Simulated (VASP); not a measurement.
Here is a VASP 6.6.1 calculation.

Contents of INCAR:

```
  ALGO = Normal
  EDIFF = 1E-6
  ENCUT = 520
  GGA = PE
  GGA_COMPAT = False
  ISIF = 2
  ISMEAR = -1
  LASPH = True
  LCHARG = False
  LREAL = Auto
  LWAVE = False
  NBANDS = 89
  NELM = 120
  PREC = Accurate
  SIGMA = 0.01
```

The input KPOINTS:

```
k-points
0
Gamma
  1 1 1
```

POSCAR

```
Mg16O17
1.0
   -4.2543812300      4.2543812300      4.2543812300
    4.2543812300     -4.2543812300      4.2543812300
    4.2543812300      4.2543812300     -4.2543812300
Mg O
16 17
Direct
   -0.0023750810     -0.0025491369     -0.0008486546
    0.0008632278      0.2528380608      0.7546914173
   -0.0009781681      0.5061853613      0.5079333241
    0.0008893185      0.7531314959      0.2547176526
    0.2550625911      0.0040256148      0.7576354411
    0.2316714104      0.2361759433      0.5021157918
    0.2316091217      0.5005208478      0.2378146069
    0.2552749604      0.7560352084      0.0058824065
    0.4974777495      0.0015256038      0.5034039933
    0.4957381311      0.2461032388      0.2477756325
    0.4974069989      0.5014347292      0.0030092508
    0.5048661330      0.7568931475      0.7585648360
    0.7476638383      0.0048909580      0.2507241223
    0.7476039001      0.2490003699      0.0065557125
    0.7654450375      0.4926408534      0.7766887407
    0.7648455378      0.7747683674      0.4939050796
    0.0014784759      0.0051939398      0.5040770641
   -0.0109851462      0.2473917929      0.2490930978
    0.0014293500      0.5022766848      0.0069722243
    0.0276030740      0.7665028881      0.7683872985
    0.2462037235     -0.0061724605      0.2519923444
    0.2460341336      0.2501037031     -0.0045624731
    0.2510902155      0.5022259136      0.7543235612
    0.2509449535      0.7525401056      0.5038890227
    0.5035518408      0.0041726397      0.0058735921
    0.4983342783      0.2522805179      0.7538951793
    0.4082945101      0.4324862772      0.4339406603
    0.4982603545      0.7520735277      0.2539800600
    0.7531893187      0.0158865641      0.7572638242
    0.7484503216      0.2512209043      0.5044899326
    0.7483555958      0.5028737164      0.2530726425
    0.7533205951      0.7557168308      0.0177770858
    0.6373037237      0.5987957736      0.6005976808
```

Potentials or basis: VASP PAW PBE potentials, release 64 (Mg, O).

Launch:

```bash
$ cat potpaw_PBE.64/Mg/POTCAR potpaw_PBE.64/O/POTCAR > POTCAR
$ mpirun -np 1 vasp_gam > vasp.out
```

Task: What does it give for the band gap on the k mesh?

Result: 4.30 eV.

Task: Estimate the largest force.

Result: 0.561 eV/Å.

Stress tensor (GPa, compression positive):
```
3.53 1.38 1.39
1.38 7.19 0.71
1.39 0.71 7.12
```

Caveat: the k points lie up to 1.04 Å⁻¹ apart.
